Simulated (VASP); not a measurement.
A run of VASP 6.6.1 is set up as follows.

The input POSCAR:

```
Te2Mo
1.0
    3.5636797614      0.0000000000      0.0000000000
   -1.7818398807      3.0862372043      0.0000000000
    0.0000000000      0.0000000000     14.7197071926
Te Mo
4 2
Direct
    0.3333333333      0.6666666667      0.6284395073
    0.6666666667      0.3333333333      0.1284395073
    0.3333333333      0.6666666667      0.8715604927
    0.6666666667      0.3333333333      0.3715604927
    0.3333333333      0.6666666667      0.2500000000
    0.6666666667      0.3333333333      0.7500000000
```

File INCAR.step1:

```
SYSTEM = Te2Mo
PREC = Accurate ; ENCUT = 520
ISMEAR = 0 ; SIGMA = 0.05
LREAL = .FALSE. ; LASPH = .TRUE.
NELM = 150 ; ISPIN = 2
MAGMOM = 0 0 0 0 2 2 ; LMAXMIX = 4
NBANDS = 39 ; GGA = PE
ALGO = Normal ; EDIFF = 1E-4
LWAVE = .TRUE. ; LCHARG = .FALSE.
```

Contents of INCAR.step2:

```
SYSTEM = Te2Mo
PREC = Accurate ; ENCUT = 520
EDIFF = 1E-6 ; ISMEAR = 0
SIGMA = 0.05 ; LREAL = .FALSE.
LASPH = .TRUE. ; NELM = 150
ALGO = Normal ; ISIF = 2
LWAVE = .FALSE. ; LCHARG = .FALSE.
ISPIN = 2 ; MAGMOM = 0 0 0 0 2 2
LORBIT = 11 ; LMAXMIX = 4
METAGGA = R2SCAN ; LMIXTAU = .TRUE.
IVDW = 12 ; VDW_S6 = 1.0
VDW_S8 = 0.78981345 ; VDW_A1 = 0.49484001
VDW_A2 = 5.73083694 ; NBANDS = 39
ISTART = 1
```

Contents of KPOINTS:

```
regular mesh
0
G
  8 8 2
  0 0 0
```

Potentials or basis: VASP PAW PBE potentials, release 64 (Te, Mo_sv).

Launch:

```bash
$ cat potpaw_PBE.64/Te/POTCAR potpaw_PBE.64/Mo_sv/POTCAR > POTCAR
$ cp INCAR.step1 INCAR
$ mpirun -np 1 vasp_std > vasp.out
$ cp INCAR.step2 INCAR
$ mpirun -np 1 vasp_std > vasp.out
```

Question: Estimate the pressure.

Answer: -1.3 GPa.

Question: What does it give for the largest force?

Answer: 0.033 eV/Å.

Forces in eV/Å, atoms in the order of the input:
```
Te   0.000  0.000 -0.033
Te   0.000  0.000 -0.033
Te   0.000  0.000  0.033
Te   0.000  0.000  0.033
Mo   0.000  0.000  0.000
Mo   0.000  0.000  0.000
```

Caveat: the PAW data sets were made with another functional, which shifts forces and pressure a little; spin-orbit coupling is left out, which moves the levels of the heavy elements.

**The experiment to reproduce.**

From “Broadband infrared study of pressure-tunable Fano resonance and metallization transition in 2H-MoTe2”, 2022, pmc:9569381, for a bulk crystal of Te2Mo at 300 K: band gap 0.88 ± 0.05 eV (indirect).

A measured gap of Te2Mo is 0.88 eV (indirect; 300 K; quoted in “Broadband infrared study of pressure-tunable Fano resonance and metallization transition in 2H-MoTe2”, 2022, pmc:9569381); the calculated 1.12 eV misses it by +0.24 eV. Spin-orbit coupling on Mo, Te is left out. The value is that of r2SCAN+D3(BJ) on a finite k mesh, which can miss the band edges, without temperature or zero-point motion.
